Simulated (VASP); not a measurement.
# AlCu (Pm-3m) in VASP: further runs, part 2 of 3

VASP 6.6.1.

## (5) Single point, PBEsol

This run uses another cell than the first one, of 14.54 Å³/atom, 1.227 times its volume.

INCAR reads:

```
SYSTEM = AlCu
ALGO = Normal
EDIFF = 1E-7
ENCUT = 520
GGA = PS
ISIF = 2
ISMEAR = -1
LASPH = .TRUE.
LCHARG = .FALSE.
LREAL = .FALSE.
LWAVE = .FALSE.
NBANDS = 14
NELM = 60
PREC = Accurate
SIGMA = 0.05
```

KPOINTS reads:

```
k-points
0
G
  8 8 8
  0 0 0
```

POSCAR reads:

```
AlCu
1.0
    3.0754020000      0.0000000000      0.0000000000
    0.0000000000      3.0754020000      0.0000000000
    0.0000000000      0.0000000000      3.0754020000
Al Cu
1 1
Direct
    0.0000000000      0.0000000000      0.0000000000
    0.5000000000      0.5000000000      0.5000000000
```

Potentials or basis: VASP PAW PBE potentials, release 64 (Al, Cu).

On the command line:

```bash
cat potpaw_PBE.64/Al/POTCAR potpaw_PBE.64/Cu/POTCAR > POTCAR
mpirun -np 1 vasp_std > vasp.out
```

OUTCAR:

```text
SYSTEM = AlCu
   EDIFF = 1E-7
   ENCUT = 520
   GGA = PS
   ISIF = 2
   ISMEAR = -1
   LASPH = .TRUE.
   LREAL = .FALSE.
   NELM = 60
   PREC = Accurate

 ion  position               nearest neighbor table
   1  0.000  0.000  0.000-   2 2.66   2 2.66   2 2.66   2 2.66   2 2.66   2 2.66   2 2.66   2 2.66

   2  0.500  0.500  0.500-   1 2.66   1 2.66   1 2.66   1 2.66   1 2.66   1 2.66   1 2.66   1 2.66

  LATTYP: Found a simple cubic cell.
 ALAT       =     3.0754020000

  Lattice vectors:

 A1 = (   3.0754020000,   0.0000000000,   0.0000000000)
 A2 = (   0.0000000000,   3.0754020000,   0.0000000000)
 A3 = (   0.0000000000,   0.0000000000,   3.0754020000)

Analysis of symmetry for initial positions (statically):
=====================================================================
 Subroutine PRICEL returns:
 Original cell was already a primitive cell.

 Routine SETGRP: Setting up the symmetry group for a
 simple cubic supercell.

 Subroutine GETGRP returns: Found 48 space group operations
 (whereof 48 operations were pure point group operations)
 out of a pool of 48 trial point group operations.

The static configuration has the point symmetry O_h .

Analysis of symmetry for dynamics (positions and initial velocities):
=====================================================================
 Subroutine PRICEL returns:
 Original cell was already a primitive cell.

 Routine SETGRP: Setting up the symmetry group for a
 simple cubic supercell.

 Subroutine GETGRP returns: Found 48 space group operations
 (whereof 48 operations were pure point group operations)
 out of a pool of 48 trial point group operations.

The dynamic configuration has the point symmetry O_h .

 Subroutine INISYM returns: Found 48 space group operations
 (whereof 48 operations are pure point group operations),
 and found     1 'primitive' translations

----------------------------------------------------------------------------------------

                                     Primitive cell

  volume of cell :      29.0875

  direct lattice vectors                    reciprocal lattice vectors
     3.075402000  0.000000000  0.000000000     0.325160743  0.000000000  0.000000000
     0.000000000  3.075402000  0.000000000     0.000000000  0.325160743  0.000000000
     0.000000000  0.000000000  3.075402000     0.000000000  0.000000000  0.325160743

  length of vectors
     3.075402000  3.075402000  3.075402000     0.325160743  0.325160743  0.325160743

  position of ions in fractional coordinates (direct lattice)
     0.000000000  0.000000000  0.000000000
     0.500000000  0.500000000  0.500000000

  ion indices of the primitive-cell ions
   primitive index   ion index
                 1           1
                 2           2

----------------------------------------------------------------------------------------

 KPOINTS: k-points

Automatic generation of k-mesh.
 Grid dimensions read from file:
 generate k-points for:    8    8    8

 Generating k-lattice:

  Cartesian coordinates                     Fractional coordinates (reciprocal lattice)
     0.040645093  0.000000000  0.000000000     0.125000000  0.000000000  0.000000000
     0.000000000  0.040645093  0.000000000     0.000000000  0.125000000  0.000000000
     0.000000000  0.000000000  0.040645093     0.000000000  0.000000000  0.125000000

  Length of vectors
     0.040645093  0.040645093  0.040645093

  Shift w.r.t. Gamma in fractional coordinates (k-lattice)
     0.000000000  0.000000000  0.000000000

 Subroutine IBZKPT returns following result:
 ===========================================

 Found     35 irreducible k-points:

 Following reciprocal coordinates:
            Coordinates               Weight
  0.000000  0.000000  0.000000      1.000000
  0.125000  0.000000  0.000000      6.000000
  0.250000  0.000000  0.000000      6.000000
  0.375000  0.000000  0.000000      6.000000
  0.500000  0.000000  0.000000      3.000000
  0.125000  0.125000  0.000000     12.000000
[... 16 lines left out ...]
  0.375000  0.375000  0.125000     24.000000
  0.500000  0.375000  0.125000     24.000000
 [... further k-points ...]
   k-points           NKPTS =     35   k-points in BZ     NKDIM =     35   number of bands    NBANDS=     14
   number of dos      NEDOS =    301   number of ions     NIONS =      2
   total plane-waves  NPLWV =  13824
   dimension x,y,z NGX =    24 NGY =   24 NGZ =   24
   dimension x,y,z NGXF=    48 NGYF=   48 NGZF=   48
   ions per type =               1   1
   NGX,Y,Z   is equivalent  to a cutoff of  12.97, 12.97, 12.97 a.u.
   NGXF,Y,Z  is equivalent  to a cutoff of  25.95, 25.95, 25.95 a.u.
 SYSTEM =  AlCu
   PREC   = accura    normal or accurate (medium, high low for compatibility)
   ISTART =      0    job   : 0-new  1-cont  2-samecut
   ICHARG =      2    charge: 1-file 2-atom 10-const
   ISPIN  =      1    spin polarized calculation?
   LNONCOLLINEAR =      F non collinear calculations
   LSORBIT =      F    spin-orbit coupling
   LASPH  =      T    aspherical Exc in radial PAW
   ENCUT  =  520.0 eV  38.22 Ry    6.18 a.u.   5.72  5.72  5.72*2*pi/ulx,y,z
   NELM   =     60;   NELMIN=  2; NELMDL= -5     # of ELM steps
   EDIFF  = 0.1E-06   stopping-criterion for ELM
   LREAL  =      F    real-space projection
   EDIFFG = 0.1E-05   stopping-criterion for IOM
   NSW    =      0    number of steps for IOM
   IBRION =     -1    ionic relax: 0-MD 1-quasi-New 2-CG
   NFREE  =      0    steps in history (QN), initial steepest desc. (CG)
   ISIF   =      2    stress and relaxation
   ISYM   =      2    0-nonsym 1-usesym 2-fastsym
   POTIM  = 0.5000    time-step for ionic-motion
   TEBEG  =    0.0;   TEEND  =   0.0 temperature during run
   PSTRESS=    0.0 pullay stress
   NELECT =      14.0000    total number of electrons
   NUPDOWN=      -1.0000    fix difference up-down
   EMIN   =  10.00;   EMAX   =-10.00  energy-range for DOS
   EFERMI =   0.00;   METHOD = LEGACY
   ISMEAR =    -1;   SIGMA  =   0.05  broadening in eV -4-tet -1-fermi 0-gaus
   EFERMI_NEDOS =   21; number of points for ismear=-14 and -15
   IALGO  =     38    algorithm
   IMIX   =      4    mixing-type and parameters
     AMIX     =   0.40;   BMIX     =  1.00
     AMIX_MAG =   1.60;   BMIX_MAG =  1.00
  volume/ion in A,a.u.               =      14.54        98.15
  Fermi-wavevector in a.u.,A,eV,Ry     =   1.282967  2.424457 22.395262  1.646005
  Thomas-Fermi vector in A             =   2.415248
   LORBIT       =      0    0 simple, 1 ext, 2 COOP (PROOUT), +10 PAW based schemes
   GGA     = PS    functional components
   LHFCALC =     F    Hartree Fock is set to
   AEXX    =    0.0000 exact exchange contribution
   IVDW    =     0    specifies the selected vdW correction
   LEPSILON=     F    determine dielectric tensor
   LRPA    =     F    only Hartree local field effects (RPA)
 non-spin polarized calculation
  energy-cutoff  :      520.00
  volume of cell :       29.09
 maximum number of plane-waves:       804
 NGX is ok and might be reduce to    24
   NGX = 11   NGY = 11   NGZ = 11

 number of electron      13.9999968 magnetization

 Free energy of the ion-electron system (eV)
  ---------------------------------------------------
  ext. energy  EPLUGINS =         0.00000000
  ---------------------------------------------------
  free energy    TOTEN  =        -8.59503919 eV

  energy without entropy =       -8.58836790  energy(sigma->0) =       -8.59170355

 E-fermi :   7.8005     XC(G=0): -11.2544

 val. band max:        7.7814291163   @ k =   0.5000   0.5000   0.1250
 cond. band min:       8.0574364594   @ k =   0.5000   0.5000   0.2500
 fundamental gap:      0.2760073432
 Fermi energy:         7.8004621327

 k-point     1 :       0.0000    0.0000    0.0000
  band No.  band energies     occupation
      1      -2.8314      2.00000
      2       3.5384      2.00000
      3       3.5384      2.00000
      4       4.4178      2.00000
      5       4.4178      2.00000
      6       4.4178      2.00000
      7      11.6892      0.00000
      8      11.6892      0.00000
      9      11.6892      0.00000
     10      14.2471      0.00000
     11      14.2471      0.00000
     12      16.9668      0.00000
     13      25.6840      0.00000
     14      25.6840      0.00000
[... 375 lines left out ...]
 k-point    24 :       0.5000    0.3750    0.1250
  band No.  band energies     occupation
      1       2.0481      2.00000
      2       3.1030      2.00000
      3       3.7357      2.00000
      4       3.9422      2.00000
      5       4.3999      2.00000
      6       4.9115      2.00000
      7       5.1518      2.00000
      8       8.6009      0.00000
      9       8.7356      0.00000
     10      14.9689      0.00000
     11      16.0761      0.00000
     12      18.3224      0.00000
     13      20.4078      0.00000
     14      22.1643      0.00000

 [... further k-points ...]
[... 5 lines left out ...]
  --------------------------------------------------------------------------------------
  -------------------------------------------------------------------------------------
  Total       -2.0531847     -2.0531847     -2.0531847     -0.0000000      0.0000000      0.0000000
  in kB     -113.0922728   -113.0922728   -113.0922728     -0.0000000      0.0000000      0.0000000
  external PRESSURE =    -113.0922728 kB  Pullay stress =       0.0000000 kB

 VOLUME and BASIS-vectors are now :
 -----------------------------------------------------------------------------
  energy-cutoff  :      520.00
  volume of cell :       29.09
      direct lattice vectors                 reciprocal lattice vectors
     3.075402000  0.000000000  0.000000000     0.325160743  0.000000000  0.000000000
     0.000000000  3.075402000  0.000000000     0.000000000  0.325160743  0.000000000
     0.000000000  0.000000000  3.075402000     0.000000000  0.000000000  0.325160743

 POSITION                                       TOTAL-FORCE (eV/Angst)
 -----------------------------------------------------------------------------------
      0.00000      0.00000      0.00000         0.000000      0.000000      0.000000
      1.53770      1.53770      1.53770         0.000000      0.000000      0.000000
 -----------------------------------------------------------------------------------
    total drift:                                0.000000      0.000000     -0.000000

  FREE ENERGIE OF THE ION-ELECTRON SYSTEM (eV)
  ---------------------------------------------------
  free  energy   TOTEN  =        -8.5950391870 eV

  energy  without entropy=       -8.5883679049  energy(sigma->0) =       -8.59170355
```

OSZICAR:

```text
N       E                     dE             d eps       ncg     rms          rms(c)
DAV:   1     0.504882133532E+02    0.50488E+02   -0.60136E+03   986   0.121E+03
DAV:   2    -0.840417325729E+01   -0.58892E+02   -0.52505E+02  1058   0.200E+02
DAV:   3    -0.104574352197E+02   -0.20533E+01   -0.19930E+01  1262   0.423E+01
DAV:   4    -0.104972934863E+02   -0.39858E-01   -0.39842E-01  1270   0.493E+00
DAV:   5    -0.104984451875E+02   -0.11517E-02   -0.11517E-02  1418   0.871E-01    0.124E+01
DAV:   6    -0.115294955379E+02   -0.10311E+01   -0.46132E+01  1148   0.160E+02    0.103E+01
DAV:   7    -0.867655300008E+01    0.28529E+01   -0.85702E+00  1190   0.728E+01    0.169E+00
DAV:   8    -0.861909414261E+01    0.57459E-01   -0.79345E-01  1360   0.202E+01    0.125E+00
DAV:   9    -0.859493302084E+01    0.24161E-01   -0.11034E-01  1322   0.725E+00    0.579E-02
DAV:  10    -0.859528587310E+01   -0.35285E-03   -0.22806E-03  1538   0.849E-01    0.111E-01
DAV:  11    -0.859503813452E+01    0.24774E-03   -0.10223E-03  1270   0.751E-01    0.929E-03
DAV:  12    -0.859504043526E+01   -0.23007E-05   -0.32329E-05  1548   0.652E-02    0.909E-03
DAV:  13    -0.859504064360E+01   -0.20834E-06   -0.37077E-07  1196   0.758E-03    0.955E-03
DAV:  14    -0.859503922712E+01    0.14165E-05   -0.42112E-06  1282   0.482E-02    0.994E-04
DAV:  15    -0.859503918701E+01    0.40109E-07   -0.94505E-08   690   0.299E-03
   1 F= -.85950392E+01 E0= -.85917035E+01  d E =-.667128E-02
```

stdout:

```text
POSCAR found type information on POSCAR AlCu
 POSCAR found :  2 types and       2 ions
 scaLAPACK will be used
 -----------------------------------------------------------------------------
|                                                                             |
|                                                                             |
|     You enforced a specific xc type in the INCAR file but a different       |
|     I HOPE YOU KNOW WHAT YOU ARE DOING!                                     |
|                                                                             |
 -----------------------------------------------------------------------------

 LDA part: xc-table for (Slater+PW92), standard interpolation
 POSCAR, INCAR and KPOINTS ok, starting setup
 FFT: planning ... GRIDC
 FFT: planning ... GRID_SOFT
 FFT: planning ... GRID
 WAVECAR not read
 entering main loop
```

It took 14 s on 1 thread of Intel Xeon 8259CL, shared host; peak memory 0.14 GiB.

Results:

```yaml
Free_energy: -8.5950 eV
Pressure: -11.3 GPa
Band_gap_on_the_k_mesh: zero (band 7 reaches 11.69 eV, above the bottom of band 8 at 7.21 eV)
```

Caveat: the PAW data sets were made with another functional, which shifts forces and pressure a little.

(Continued in part 3 of 3.)
